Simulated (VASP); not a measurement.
Input of a VASP 6.6.1 run:

File INCAR:

```
ALGO = Normal
EDIFF = 1E-6
EDIFFG = -0.04
ENCUT = 600
GGA = PE
IBRION = 2
ISIF = 3
ISMEAR = 0
LASPH = True
LCHARG = False
LREAL = False
LWAVE = False
NELM = 80
NSW = 90
PREC = Accurate
SIGMA = 0.1
```

The input KPOINTS:

```
k-points
0
Gamma
  6 6 4
```

POSCAR

```
Sn2Se
1.0
    3.9649888800      0.0000000000      0.0000000000
   -1.9824944400      3.4337811000      0.0000000000
    0.0000000000      0.0000000000      6.1280271400
Sn Se
2 1
Direct
    0.0000000000      0.0000000000      0.8227428400
    0.0000000000      0.0000000000      0.1772571600
    0.0000000000      0.0000000000      0.5000000000
```

Potentials or basis: VASP PAW PBE potentials, release 64 (Sn_d, Se).

Command:

```sh
$ cat potpaw_PBE.64/Sn_d/POTCAR potpaw_PBE.64/Se/POTCAR > POTCAR
$ mpirun -np 1 vasp_std > vasp.out
```

Task: What does it give for the band gap on the k mesh?

Result: Zero (band 17 reaches 8.12 eV, above the bottom of band 18 at 4.22 eV).

Task: Estimate the relaxed volume.

Result: 26.94 Å³/atom.

Step by step:
```
step  energy change (eV)  largest force (eV/Å)  pressure (GPa)  volume (Å³)
   1              0.0000                5.0659           57.44        83.43
   2              1.5689                0.4887          -24.65       198.22
   3             -8.1572                0.8350           -6.56       137.24
   4             -8.2676                1.0901           -6.34       134.43
   5             -8.8256                3.4121           -2.60       115.10
   6             -7.9201                7.9773            9.67        99.37
   7             -8.7973                3.6547           -2.17       114.29
   8             -8.8002                3.7803           -1.93       113.68
   9             -9.7620                1.3852           -5.10       108.64
  10            -10.1623                0.6629           -5.74       104.55
  11            -10.5963                0.1833           -2.90        96.09
  12            -10.6391                0.4494           -1.04        93.17
  13            -10.7046                0.1751            0.00        88.97
  14            -10.7089                0.2049           -0.30        89.73
  15            -10.7091                0.2129           -0.34        89.89
  16            -10.7179                0.2687           -0.05        88.77
  17            -10.7371                0.4697            1.02        85.47
  18            -10.7283                0.9364            3.90        79.07
  19            -10.7401                0.6817            2.14        82.73
  20            -10.7414                0.6839            2.13        82.65
  21            -10.7453                0.6984            2.16        82.40
  22            -10.7533                0.7203            2.26        81.90
  23            -10.7691                0.7501            2.51        80.90
  24            -10.7955                0.7532            3.14        78.94
  25            -10.7841                0.4955            5.17        75.07
  26            -10.8024                0.7286            3.82        77.47
  27            -10.8372                0.5255            3.25        77.58
  28            -10.8724                0.1290            2.25        77.80
  29            -10.8752                0.0002            1.98        77.87
  30            -10.8847                0.0290            1.44        78.62
  31            -10.8939                0.0659            0.45        80.18
  32            -10.8941                0.0702            0.29        80.47
  33            -10.8941                0.0707            0.26        80.52
  34            -10.8945                0.0569            0.21        80.60
  35            -10.8951                0.0196            0.02        80.83
```

Caveat: spin-orbit coupling is left out, which moves the levels of the heavy elements.
